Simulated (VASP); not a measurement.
# Ba (Im-3m) in VASP: a series of runs

Ba is run at these levels: PBEsol, revpbe exchange, lda correlation, r2SCAN+D3(BJ), LDA, PBE; tasks: single point, relaxation of cell and atoms.

Program: VASP 6.6.1. These are calculated values, not measurements. Logs are shortened: lines on timing, memory, paths and dates and some standing lists are left out, and cuts for length are marked.

**1. The cell of the first run**

The structure is cubic, space group Im-3m (No. 229). Conventional cell: a = 5.013 Å, b = 5.013 Å, c = 5.013 Å, α = 90.00°, β = 90.00°, γ = 90.00°. Ba (site symmetry m-3m) has 14 Ba at 4.34 to 5.01 Å within 5.7 Å.

**2. Single point, PBEsol, non-collinear spin, zero start, spin-orbit coupling**

Input file INCAR:

```
PREC     = Accurate       # precision mode
ENCUT    = 520            # plane-wave cutoff, eV
EDIFF    = 1E-6           # SCF threshold, eV
ISMEAR   = -1             # smearing method
SIGMA    = 0.05           # smearing width, eV
LREAL    = F              # projectors in reciprocal space
LASPH    = T              # aspherical terms in the spheres
NELM     = 150            # most SCF steps
ALGO     = Fast           # electronic algorithm
ISIF     = 2              # what is computed and relaxed
LWAVE    = F              # write WAVECAR
LCHARG   = F              # write CHGCAR
LNONCOLLINEAR= T              # non-collinear magnetism
MAGMOM   = 0 0 0          # initial moments
LORBIT   = 11             # projections on sites
LSORBIT  = T              # spin-orbit coupling
GGA_COMPAT= F            
LORBMOM  = T            
GGA      = PS             # functional
NBANDS   = 21             # bands
```

Input file KPOINTS:

```
regular mesh
0
Gamma
  8 8 8
```

Input file POSCAR:

```
Ba
1.0
   -2.5065000000      2.5065000000      2.5065000000
    2.5065000000     -2.5065000000      2.5065000000
    2.5065000000      2.5065000000     -2.5065000000
Ba
1
Direct
    0.0000000000      0.0000000000      0.0000000000
```

Potentials or basis: VASP PAW PBE potentials, release 64 (Ba_sv).

On the command line:

```
cat potpaw_PBE.64/Ba_sv/POTCAR > POTCAR
mpirun -np 1 vasp_ncl > vasp.out
```

OUTCAR:

```text
PREC = Accurate
   ENCUT = 520
   EDIFF = 1E-6
   ISMEAR = -1
   LREAL = F
   LASPH = T
   NELM = 150
   ISIF = 2
   LNONCOLLINEAR = T
   LORBIT = 11
   LSORBIT = T
   GGA = PS

 ion  position               nearest neighbor table
   1  0.000  0.000  0.000-

  LATTYP: Found a body centered cubic cell.
 ALAT       =     5.0130000000

  Lattice vectors:

 A1 = (  -2.5065000000,   2.5065000000,   2.5065000000)
 A2 = (   2.5065000000,  -2.5065000000,   2.5065000000)
 A3 = (   2.5065000000,   2.5065000000,  -2.5065000000)

Analysis of symmetry for initial positions (statically):
=====================================================================
 Subroutine PRICEL returns:
 Original cell was already a primitive cell.

 Routine SETGRP: Setting up the symmetry group for a
 body centered cubic supercell.

 Subroutine GETGRP returns: Found 48 space group operations
 (whereof 48 operations were pure point group operations)
 out of a pool of 48 trial point group operations.

The static configuration has the point symmetry O_h .

Analysis of symmetry for dynamics (positions and initial velocities):
=====================================================================
 Subroutine PRICEL returns:
 Original cell was already a primitive cell.

 Routine SETGRP: Setting up the symmetry group for a
 body centered cubic supercell.

 Subroutine GETGRP returns: Found 48 space group operations
 (whereof 48 operations were pure point group operations)
 out of a pool of 48 trial point group operations.

The dynamic configuration has the point symmetry O_h .

Analysis of structural, dynamic, and magnetic symmetry:
=====================================================================
 Subroutine PRICEL returns:
 Original cell was already a primitive cell.

 Routine SETGRP: Setting up the symmetry group for a
 body centered cubic supercell.

 Subroutine GETGRP returns: Found 48 space group operations
 (whereof 48 operations were pure point group operations)
 out of a pool of 48 trial point group operations.

The overall configuration has the point symmetry O_h .

 Subroutine INISYM returns: Found 48 space group operations
 (whereof 48 operations are pure point group operations),
 and found     1 'primitive' translations

----------------------------------------------------------------------------------------

                                     Primitive cell

  volume of cell :      62.9888

  direct lattice vectors                    reciprocal lattice vectors
    -2.506500000  2.506500000  2.506500000     0.000000000  0.199481348  0.199481348
     2.506500000 -2.506500000  2.506500000     0.199481348  0.000000000  0.199481348
     2.506500000  2.506500000 -2.506500000     0.199481348  0.199481348  0.000000000

  length of vectors
     4.341385349  4.341385349  4.341385349     0.282109228  0.282109228  0.282109228

  position of ions in fractional coordinates (direct lattice)
     0.000000000  0.000000000  0.000000000

  ion indices of the primitive-cell ions
   primitive index   ion index
                 1           1

----------------------------------------------------------------------------------------

 KPOINTS: regular mesh

Automatic generation of k-mesh.
 Grid dimensions read from file:
 generate k-points for:    8    8    8

 Generating k-lattice:

  Cartesian coordinates                     Fractional coordinates (reciprocal lattice)
     0.000000000  0.024935169  0.024935169     0.125000000  0.000000000  0.000000000
     0.024935169  0.000000000  0.024935169     0.000000000  0.125000000  0.000000000
     0.024935169  0.024935169  0.000000000     0.000000000  0.000000000  0.125000000

  Length of vectors
     0.035263654  0.035263654  0.035263654

  Shift w.r.t. Gamma in fractional coordinates (k-lattice)
     0.000000000  0.000000000  0.000000000

 Subroutine IBZKPT returns following result:
 ===========================================

 Found     29 irreducible k-points:

 Following reciprocal coordinates:
            Coordinates               Weight
[... 51 lines left out ...]
      5     -11.8678      1.00000
      6     -11.8678      1.00000
[... 13 lines left out ...]
     20       5.1596      0.00000
     21       8.5160      0.00000

 k-point    24 :      -0.3750    0.3750    0.2500
  band No.  band energies     occupation
      1     -27.2720      1.00000
      2     -27.2720      1.00000
      3     -13.8192      1.00000
      4     -13.8192      1.00000
      5     -11.9519      1.00000
      6     -11.9519      1.00000
[... 13 lines left out ...]
     20       5.4927      0.00000
     21       8.6574      0.00000

 [... further k-points ...]

------------------------ aborting loop because EDIFF is reached ----------------------------------------

  FORCE on cell =-STRESS in cart. coord.  units (eV):
  Direction    XX          YY          ZZ          XY          YZ          ZX
  --------------------------------------------------------------------------------------
  -------------------------------------------------------------------------------------
  Total       -0.2689395     -0.2689395     -0.2689395     -0.0000000      0.0000000      0.0000000
  in kB       -6.8407230     -6.8407230     -6.8407230     -0.0000000      0.0000000      0.0000000
  external PRESSURE =      -6.8407230 kB  Pullay stress =       0.0000000 kB

 VOLUME and BASIS-vectors are now :
 -----------------------------------------------------------------------------
  energy-cutoff  :      520.00
  volume of cell :       62.99
      direct lattice vectors                 reciprocal lattice vectors
    -2.506500000  2.506500000  2.506500000     0.000000000  0.199481348  0.199481348
     2.506500000 -2.506500000  2.506500000     0.199481348  0.000000000  0.199481348
     2.506500000  2.506500000 -2.506500000     0.199481348  0.199481348  0.000000000

 POSITION                                       TOTAL-FORCE (eV/Angst)
 -----------------------------------------------------------------------------------
      0.00000      0.00000      0.00000         0.000000      0.000000      0.000000
 -----------------------------------------------------------------------------------
    total drift:                               -0.000000     -0.000000     -0.000000

  FREE ENERGIE OF THE ION-ELECTRON SYSTEM (eV)
  ---------------------------------------------------
  free  energy   TOTEN  =        -2.3481396270 eV

  energy  without entropy=       -2.3399356774  energy(sigma->0) =       -2.34403765

 orbital moment (x)

 # of ion     p       d       tot
 ----------------------------------------
  1         0.000  -0.000  -0.000
 ----------------------------------------
            0.000  -0.000  -0.000

 orbital moment (y)

 # of ion     p       d       tot
 ----------------------------------------
  1        -0.000   0.000   0.000
 ----------------------------------------
           -0.000   0.000   0.000

 orbital moment (z)

 # of ion     p       d       tot
 ----------------------------------------
  1        -0.000   0.000  -0.000
 ----------------------------------------
           -0.000   0.000  -0.000

 Spin-Orbit-Coupling matrix elements

 Ion:    1  E_soc:     -0.3996670
 l=   1
     0.0000000    -0.0664637    -0.0664637
    -0.0664637     0.0000000    -0.0664637
    -0.0664637    -0.0664637     0.0000000
 l=   2
     0.0000000     0.0000045     0.0000000     0.0000045    -0.0001520
     0.0000045     0.0000000    -0.0001140     0.0000045    -0.0000380
     0.0000000    -0.0001140     0.0000000    -0.0001140     0.0000000
     0.0000045     0.0000045    -0.0001140     0.0000000    -0.0000380
    -0.0001520    -0.0000380     0.0000000    -0.0000380     0.0000000
 l=   3
     0.0000000     0.0000000     0.0000000     0.0000000     0.0000000     0.0000000     0.0000000
     0.0000000     0.0000000     0.0000000     0.0000000     0.0000000     0.0000000     0.0000000
     0.0000000     0.0000000     0.0000000     0.0000000     0.0000000     0.0000000     0.0000000
     0.0000000     0.0000000     0.0000000     0.0000000     0.0000000     0.0000000     0.0000000
     0.0000000     0.0000000     0.0000000     0.0000000     0.0000000     0.0000000     0.0000000
     0.0000000     0.0000000     0.0000000     0.0000000     0.0000000     0.0000000     0.0000000
     0.0000000     0.0000000     0.0000000     0.0000000     0.0000000     0.0000000     0.0000000

 total charge

# of ion       s       p       d       tot
------------------------------------------
    1        2.067   5.536   0.275   7.877

 magnetization (x)

# of ion       s       p       d       tot
------------------------------------------
    1       -0.000  -0.000   0.000  -0.000

 magnetization (y)

# of ion       s       p       d       tot
------------------------------------------
    1        0.000   0.000  -0.000   0.000

 magnetization (z)

# of ion       s       p       d       tot
------------------------------------------
    1        0.000   0.000  -0.000   0.000
```

It took 56 s on 1 thread of AMD EPYC 7R43 (Zen 3), shared host; peak memory 0.29 GiB.

Results:

- Free energy: -2.3481 eV
- Pressure: -0.7 GPa
- Net moment: 0.00 μB per cell
- Valence electrons inside the program's atomic spheres: Ba 7.88

Moments on the atoms (μB; x, y, z):
```
Ba  0.00 0.00 0.00
```

Caveat: the PAW data sets were made with another functional, which shifts forces and pressure a little.

**3. Single point, revpbe exchange, lda correlation**

Input file INCAR:

```
SYSTEM = Ba
PREC = Accurate
ENCUT = 500
EDIFF = 1E-6
ISMEAR = -1
SIGMA = 0.05
LREAL = .FALSE.
LASPH = .TRUE.
NELM = 120
ALGO = Normal
ISIF = 2
LWAVE = .FALSE.
LCHARG = .FALSE.
GGA = LIBXC
LIBXC1 = GGA_X_PBE_R
LIBXC2 = LDA_C_PW
NBANDS = 11
GGA_COMPAT = .FALSE.
```

Input file KPOINTS:

```
Automatic mesh
0
G
  8 8 8
  0 0 0
```

POSCAR is that of step 2.

Potentials or basis: VASP PAW PBE potentials, release 64 (Ba_sv).

On the command line:

```
cat potpaw_PBE.64/Ba_sv/POTCAR > POTCAR
mpirun -np 1 vasp_std > vasp.out
```

Wall time 8.2 s (1 thread of Intel Xeon Platinum 8488C (Sapphire Rapids), shared host); peak memory 0.17 GiB.

It converged, with:

```
Free energy            : -1.0201 eV
Pressure               : 1.5 GPa
Band gap on the k mesh : zero (bands 5 and 6 overlap by 1.14 eV)
```

Levels at points of the mesh, in eV from the Fermi level:
```
           k point  band 3  band 4  band 5  band 6  band 7  band 8
(0.00, 0.00, 0.00)  -14.12  -14.12   -2.62    1.80    1.80    1.80
(0.50, 0.00, 0.00)  -14.26  -14.12   -0.83    0.71    1.36    3.09
(0.50, 0.50, 0.50)  -14.42  -14.42   -0.56   -0.56    4.54    4.54
```

Caveat: the PAW data sets were made with another functional, which shifts forces and pressure a little; spin-orbit coupling is left out, which moves the levels of the heavy elements.

**4. Single point, r2SCAN+D3(BJ)**

POSCAR is that of step 3.

Input file INCAR.step1:

```
SYSTEM = Ba
ALGO = Normal
EDIFF = 1E-5
ENCUT = 550
GGA = PE
GGA_COMPAT = .FALSE.
ISMEAR = -1
LASPH = .TRUE.
LCHARG = .FALSE.
LREAL = .FALSE.
LWAVE = .TRUE.
NBANDS = 11
NELM = 120
PREC = Accurate
SIGMA = 0.1
```

Input file INCAR.step2:

```
SYSTEM = Ba
ALGO = Normal
EDIFF = 1E-6
ENCUT = 550
GGA_COMPAT = .FALSE.
ISIF = 2
ISMEAR = -1
ISTART = 1
IVDW = 12
LASPH = .TRUE.
LCHARG = .FALSE.
LMIXTAU = .TRUE.
LREAL = .FALSE.
LWAVE = .FALSE.
METAGGA = R2SCAN
NBANDS = 11
NELM = 120
PREC = Accurate
SIGMA = 0.1
VDW_A1 = 0.49484001
VDW_A2 = 5.73083694
VDW_S6 = 1.0
VDW_S8 = 0.78981345
```

Input file KPOINTS:

```
k-points
0
G
  8 8 8
  0 0 0
```

On the command line:

```
cat potpaw_PBE.64/Ba_sv/POTCAR > POTCAR
cp INCAR.step1 INCAR
mpirun -np 1 vasp_std > vasp.out
cp INCAR.step2 INCAR
mpirun -np 1 vasp_std > vasp.out
```

Run time: 59 s. Hardware: 1 thread of Intel Xeon Platinum 8375C at 2.90GHz (Ice Lake), shared host; peak memory 0.22 GiB.

It converged, with:

| Quantity | Value |
| --- | --- |
| Free energy | -26.5472 eV |
| Pressure | 0.1 GPa |
| Band gap on the k mesh | zero (bands 5 and 6 overlap by 1.20 eV) |
| Dispersion energy per atom | -0.095 eV |

Levels at points of the mesh, in eV from the Fermi level:
| k point | band 2 | band 3 | band 4 | band 5 | band 6 | band 7 | band 8 | band 9 |
| --- | --- | --- | --- | --- | --- | --- | --- | --- |
| (0.00, 0.00, 0.00) | -14.45 | -14.45 | -14.45 | -2.89 | 2.13 | 2.13 | 2.13 | 3.48 |
| (0.50, 0.00, 0.00) | -14.93 | -14.60 | -14.46 | -0.88 | 0.88 | 1.20 | 3.53 | 4.10 |
| (0.50, 0.50, 0.50) | -14.77 | -14.77 | -14.77 | -0.63 | -0.63 | 4.70 | 4.70 | 4.70 |

Caveat: the PAW data sets were made with another functional, which shifts forces and pressure a little; spin-orbit coupling is left out, which moves the levels of the heavy elements.

**5. Relaxation of cell and atoms, LDA (69.29 Å³/atom)**

This run uses another cell than the first one, of 69.29 Å³/atom.

Input file POSCAR:

```
Ba
1.0
   -2.5874101094      2.5874101094      2.5874101094
    2.5874101094     -2.5874101094      2.5874101094
    2.5874101094      2.5874101094     -2.5874101094
Ba
1
Direct
    0.0000000000      0.0000000000      0.0000000000
```

Input file INCAR.step1:

```
SYSTEM = Ba
GGA = CA
ISMEAR = 0
SIGMA = 0.04
LWAVE = .False.
LCHARG = .False.
NSW = 80
PREC = Accurate
LASPH = .True.
LREAL = .False.
ALGO = Normal
EDIFF = 1E-7
NELM = 120
GGA_COMPAT = .False.
IBRION = 2
ISIF = 3
EDIFFG = -0.002
NELMIN = 4
ENCUT = 650
POTIM = 0.5
```

Input file INCAR.step4:

```
SYSTEM = Ba
GGA = CA
ISMEAR = 0
SIGMA = 0.04
LWAVE = .False.
LCHARG = .False.
PREC = Accurate
LASPH = .True.
LREAL = .False.
ALGO = Normal
EDIFF = 1E-7
NELM = 120
GGA_COMPAT = .False.
ISIF = 2
ENCUT = 650
```

Input file KPOINTS:

```
Automatic mesh
0
Gamma
  10 10 10
  0 0 0
```

Potentials or basis: VASP PAW LDA potentials, release 64 (Ba_sv).

On the command line:

```
cat potpaw_LDA.64/Ba_sv/POTCAR > POTCAR
cp INCAR.step1 INCAR
cp POSCAR.step1 POSCAR
mpirun -np 1 vasp_std > vasp.out
cp CONTCAR POSCAR
mpirun -np 1 vasp_std > vasp.out
cp CONTCAR POSCAR
mpirun -np 1 vasp_std > vasp.out
cp CONTCAR POSCAR
cp INCAR.step4 INCAR
mpirun -np 1 vasp_std > vasp.out
```

Wall time 4.5 min (1 thread of Intel Xeon Platinum 8259CL at 2.50GHz (Skylake/Cascade Lake), shared host); peak memory 0.23 GiB.

Results (log left out):

```yaml
Free_energy: -2.2477 eV
Relaxed_volume: 54.53 Å³/atom
Relaxed_cell: a = 4.138 Å, b = 4.138 Å, c = 4.138 Å, α = 109.47°, β = 109.47°, γ = 109.47°
Space_group_after_relaxing_to_0.1_Å: Im-3m (No. 229)
Energy_gained_by_relaxing: 96.2 meV/atom
Ionic_steps: 20
Pressure_after_relaxing: 0.0 GPa
Band_gap_on_the_k_mesh: zero (bands 5 and 6 overlap by 1.20 eV)
```

The path:
| step | energy change (eV) | largest force (eV/Å) | pressure (GPa) | volume (Å³) |
| --- | --- | --- | --- | --- |
| 1 | 0.0000 | 0.0000 | -1.78 | 69.29 |
| 2 | -0.0679 | 0.0000 | -1.12 | 61.87 |
| 3 | -0.0956 | 0.0000 | -0.21 | 55.52 |
| 4 | -0.0961 | 0.0000 | 0.05 | 54.27 |
| 5 | -0.0962 | 0.0000 | -0.01 | 54.55 |
| 6 | -0.0962 | 0.0000 | -0.01 | 54.55 |
| 7 | -0.0962 | 0.0000 | -0.01 | 54.55 |
| 8 | -0.0962 | 0.0000 | -0.01 | 54.55 |
| 9 | -0.0962 | 0.0000 | -0.01 | 54.55 |
| 10 | -0.0962 | 0.0000 | -0.01 | 54.55 |
| 11 | -0.0962 | 0.0000 | -0.01 | 54.55 |
| 12 | -0.0962 | 0.0000 | -0.01 | 54.55 |
| 13 | -0.0962 | 0.0000 | -0.01 | 54.55 |
| 14 | -0.0962 | 0.0000 | -0.01 | 54.55 |
| 15 | -0.0962 | 0.0000 | -0.01 | 54.55 |
| 16 | -0.0962 | 0.0000 | -0.01 | 54.54 |
| 17 | -0.0962 | 0.0000 | -0.01 | 54.54 |
| 18 | -0.0962 | 0.0000 | 0.00 | 54.53 |
| 19 | -0.0962 | 0.0000 | 0.00 | 54.53 |
| 20 | -0.0962 | 0.0000 | 0.00 | 54.53 |

Final structure:
```
CELL_PARAMETERS angstrom
-2.38888 2.38888 2.38888
2.38888 -2.38888 2.38888
2.38888 2.38888 -2.38888
ATOMIC_POSITIONS crystal
Ba 0.00000 0.00000 0.00000
```

Levels at points of the mesh, in eV from the Fermi level:
```csv
k point,band 1,band 2,band 3,band 4,band 5,band 6,band 7,band 8,band 9
"(0.00, 0.00, 0.00)",-28.56,-13.41,-13.41,-13.41,-2.76,1.95,1.95,1.95,3.62
"(0.50, 0.00, 0.00)",-28.47,-14.14,-13.64,-13.42,-0.97,0.65,1.86,3.62,4.29
"(0.50, 0.50, 0.50)",-28.41,-13.91,-13.91,-13.91,-0.71,-0.71,5.16,5.16,5.16
```

Caveat: the volume moved by over 15 % at a fixed basis, so the end points are rough; spin-orbit coupling is left out, which moves the levels of the heavy elements.

**6. Single point, PBE (60.47 Å³/atom)**

This run uses another cell than the first one, of 60.47 Å³/atom.

Input file INCAR:

```
PREC = Accurate
ENCUT = 520
EDIFF = 1E-6
ISMEAR = -1
SIGMA = 0.02
LREAL = F
LASPH = T
NELM = 100
ALGO = Normal
ISIF = 2
LWAVE = F
LCHARG = T
GGA = PE
LELF = T
LVHAR = T
NBANDS = 11
```

Input file KPOINTS:

```
Automatic mesh
0
Gamma
  5 5 5
```

Input file POSCAR:

```
Ba
1.0
   -2.4726242250      2.4726242250      2.4726242250
    2.4726242250     -2.4726242250      2.4726242250
    2.4726242250      2.4726242250     -2.4726242250
Ba
1
Direct
    0.0000000000      0.0000000000      0.0000000000
```

Potentials or basis: VASP PAW PBE potentials, release 64 (Ba_sv).

On the command line:

```
cat potpaw_PBE.64/Ba_sv/POTCAR > POTCAR
mpirun -np 1 vasp_std > vasp.out
```

Wall time 12 s (1 thread of AMD EPYC 7R13, shared host); peak memory 0.14 GiB.

It converged, with:

```
Free energy            : -1.9129 eV
Pressure               : 0.3 GPa
Band gap on the k mesh : zero (bands 5 and 6 overlap by 0.62 eV)
```

Levels at points of the mesh, in eV from the Fermi level:
| k point | band 1 | band 2 | band 3 | band 4 | band 5 | band 6 | band 7 | band 8 | band 9 | band 10 |
| --- | --- | --- | --- | --- | --- | --- | --- | --- | --- | --- |
| (0.00, 0.00, 0.00) | -28.86 | -13.79 | -13.79 | -13.79 | -2.82 | 1.83 | 1.83 | 1.83 | 3.28 | 3.28 |

Caveat: spin-orbit coupling is left out, which moves the levels of the heavy elements.

**7. Summary**

```csv
task,level,potentials or basis,spin,cell,k mesh,cutoff (eV),smearing,dipole correction,tolerance level,purpose,passes,gap on the mesh (eV),pressure (GPa)
single point,PBEsol,"VASP PAW PBE potentials, release 64 (Ba_sv)","non-collinear, zero start, SOC","a = 4.341 Å, angles 109.5°, 1 atom",8 × 8 × 8,520,fermi-dirac 0.05 eV,no,-,-,-,-,-0.7
single point,"revpbe exchange, lda correlation","VASP PAW PBE potentials, release 64 (Ba_sv)",off,"a = 4.341 Å, angles 109.5°, 1 atom",8 × 8 × 8,500,fermi-dirac 0.05 eV,no,-,-,-,none,1.5
single point,r2SCAN+D3(BJ),"VASP PAW PBE potentials, release 64 (Ba_sv)",off,"a = 4.341 Å, angles 109.5°, 1 atom",8 × 8 × 8,550,fermi-dirac 0.1 eV,no,-,-,-,none,0.1
relaxation of cell and atoms,LDA,"VASP PAW LDA potentials, release 64 (Ba_sv)",off,"relaxed from a = 4.482 Å, angles 109.5°, 1 atom",10 × 10 × 10,650,gaussian 0.04 eV,-,tight,cell,3,none,0.0
single point,PBE,"VASP PAW PBE potentials, release 64 (Ba_sv)",off,"a = 4.283 Å, angles 109.5°, 1 atom",5 × 5 × 5,520,fermi-dirac 0.02 eV,no,-,-,-,none,0.3
```

Caveats: spin-orbit coupling is left out, which moves the levels of the heavy elements (at least some runs); the PAW data sets were made with another functional, which shifts forces and pressure a little (at least some runs); the volume moved by over 15 % at a fixed basis, so the end points are rough (at least some runs).

Absolute energies hang on the potentials; compare differences alone.
